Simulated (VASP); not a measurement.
Crystal: GaGe3.

```
Ge Ga
1.0
     4.24975    0.00000    0.00000
     0.00000    4.24975    0.00000
     0.00000    0.00000    4.24975
Ge Ga
3 1
Direct
  0.50000 0.50000 0.00000
  0.50000 0.00000 0.50000
  0.00000 0.50000 0.50000
  0.00000 0.00000 0.00000
```

Base run:

* Program: VASP 6.6.1
* Functional: PBEsol
* Potentials or basis: VASP PAW PBE potentials, release 64 (Ge_d, Ga_d)
* Cutoff: 520 eV
* k mesh: 6 × 6 × 6
* Occupations: fermi-dirac, width 0.05 eV
* Spin: no spin polarisation

Its results: pressure -2.3 GPa.

Task: The run is repeated on the same cell with these changes: functional from PBEsol to PBE; further incar settings from ALGO = Normal; EDIFF = 1e-06; NBANDS = 36 to ALGO = Normal; EDIFF = 1e-07; NBANDS = 36. What comes out?

Result: Pressure 1.2 GPa.

Caveats: the PAW data sets were made with another functional, which shifts forces and pressure a little (some runs).
